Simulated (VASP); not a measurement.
Write the native input for VASP 6.6.1 that does the following.

| Property | Result |
| --- | --- |
| Task | single point |
| Functional | PBEsol |
| Potentials or basis | VASP PAW PBE potentials, release 64 (Sn_d, O) |
| Cutoff | 520 eV |
| k mesh | 8 × 6 × 8 |
| Occupations | gaussian, width 0.05 eV |
| Spin | no spin polarisation |
| Dipole correction | no |
| Further INCAR settings | ALGO = Normal; EDIFF = 1e-06; NBANDS = 28 |

The structure of SnO lies in POSCAR:

```
SnO
1.0
    3.3156061815      0.0000000000      0.0000000000
    0.0000000000      5.7049851891      0.0000000000
    0.0000000000      0.0000000000      3.8941648049
Sn O
2 2
Direct
    0.0000000000      0.2337892808      0.5261742991
    0.5000000000      0.7662107192      0.0261742991
    0.0399874153      0.8621166421      0.7238267009
    0.5399874153      0.0914038257      0.2238267009
```

This cell differs from its parent crystal: all O atoms moved +0.188 Å, as atom 3 along Cartesian [1 -1 0].

One way to write it, as run:

INCAR

```
PREC = Accurate ; ENCUT = 520
EDIFF = 1E-6 ; ISMEAR = 0
SIGMA = 0.05 ; LREAL = False
LASPH = True ; NELM = 100
ALGO = Normal ; ISIF = 2
LWAVE = False ; LCHARG = False
GGA = PS ; NBANDS = 28
```

KPOINTS

```
regular mesh
0
Gamma
  8 6 8
```

Potentials or basis: VASP PAW PBE potentials, release 64 (Sn_d, O).

Launch:

```sh
$ cat potpaw_PBE.64/Sn_d/POTCAR potpaw_PBE.64/O/POTCAR > POTCAR
$ mpirun -np 1 vasp_std > vasp.out
```

Results of the run:

```yaml
Pressure: 1.9 GPa
Largest_force: 2.100 eV/Å
Band_gap_on_the_k_mesh: 1.15 eV (least direct gap 1.67 eV)
```

Caveat: the cell differs from its parent crystal (all O atoms moved +0.188 Å, as atom 3 along Cartesian [1 -1 0]); the PAW data sets were made with another functional, which shifts forces and pressure a little; spin-orbit coupling is left out, which moves the levels of the heavy elements.

Wall time 6.2 min on 1 thread of Intel(R) Xeon(R) Platinum 8488C (Sapphire Rapids), on a shared host, peak memory 0.42 GiB.
